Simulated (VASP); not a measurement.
The system is AlB3P4.

```xyz
8
Lattice="5.3600 -1.6161 0.0000 5.3600 1.6161 0.0000 -0.9746 0.0000 5.5129" Properties=species:S:1:pos:R:3 pbc="T T T"
B     0.0000    0.0000    0.0000
B     4.8728    0.0000    2.7565
B     1.9491    0.0000    4.1347
Al    7.7964    0.0000    1.3782
P     5.8473    0.0000    1.0337
P     0.0000    0.0000    3.7901
P     7.7964    0.0000    5.1683
P     2.9237    0.0000    2.4119
```

```yaml
Program: VASP 6.6.1
Task: relaxation of cell and atoms
Functional: PBE
Potentials_or_basis: VASP PAW PBE potentials, release 64 (B, Al, P)
Cutoff: 500 eV
k_mesh: 8 × 8 × 4
Occupations: fermi-dirac, width 0.02 eV
Spin: no spin polarisation
```

At the start: pressure 35.1 GPa; volume 11.94 Å³/atom.

**Question.** Where does the relaxation end?

**Answer.** Over 25 steps the energy falls by 464.0 meV/atom and the volume is 13.84 Å³/atom (+15.9 %); space group Cm (No. 8, to 0.1 Å) before and after.

Step by step:
| step | energy change (eV) | largest force (eV/Å) | pressure (GPa) | volume (Å³) |
| --- | --- | --- | --- | --- |
| 1 | 0.0000 | 8.1659 | 35.12 | 95.51 |
| 2 | -1.0666 | 2.8931 | -17.57 | 136.45 |
| 3 | -3.5224 | 1.0779 | -3.26 | 114.14 |
| 4 | -3.5325 | 1.0527 | -2.24 | 113.27 |
| 5 | -3.5338 | 1.0386 | -1.67 | 112.79 |
| 6 | -3.6652 | 0.5293 | -0.22 | 111.20 |
| 7 | -3.6739 | 0.5389 | 0.33 | 110.69 |
| 8 | -3.7003 | 0.2377 | 0.26 | 110.53 |
| 9 | -3.7030 | 0.2083 | 0.25 | 110.57 |
| 10 | -3.7088 | 0.1120 | -0.15 | 110.86 |
| 11 | -3.7097 | 0.1002 | -0.41 | 111.04 |
| 12 | -3.7114 | 0.0535 | 0.15 | 110.59 |
| 13 | -3.7114 | 0.0532 | 0.14 | 110.60 |
| 14 | -3.7120 | 0.0321 | 0.05 | 110.68 |
| 15 | -3.7120 | 0.0353 | 0.02 | 110.70 |
| 16 | -3.7121 | 0.0247 | -0.04 | 110.75 |
| 17 | -3.7121 | 0.0140 | -0.03 | 110.74 |
| 18 | -3.7121 | 0.0126 | 0.01 | 110.71 |
| 19 | -3.7122 | 0.0139 | 0.03 | 110.70 |
| 20 | -3.7122 | 0.0087 | 0.00 | 110.72 |
| 21 | -3.7122 | 0.0153 | -0.05 | 110.75 |
| 22 | -3.7122 | 0.0124 | -0.03 | 110.74 |
| 23 | -3.7122 | 0.0058 | -0.01 | 110.72 |
| 24 | -3.7122 | 0.0059 | 0.00 | 110.72 |
| 25 | -3.7122 | 0.0025 | 0.00 | 110.71 |

Final structure:
```
B Al P
1.0
     5.62982   -1.67791    0.02522
     5.62982    1.67791    0.02522
    -0.99761    0.00000    5.85560
B Al P
3 1 4
Direct
  0.99354 0.99354 0.98709
  0.50472 0.50472 0.51080
  0.25164 0.25164 0.74954
  0.74785 0.74785 0.24896
  0.53968 0.53968 0.17849
  0.06956 0.06956 0.68833
  0.81547 0.81547 0.90849
  0.32754 0.32754 0.47829
```

Caveat: the volume moved by over 15 % at a fixed basis, so the end points are rough.
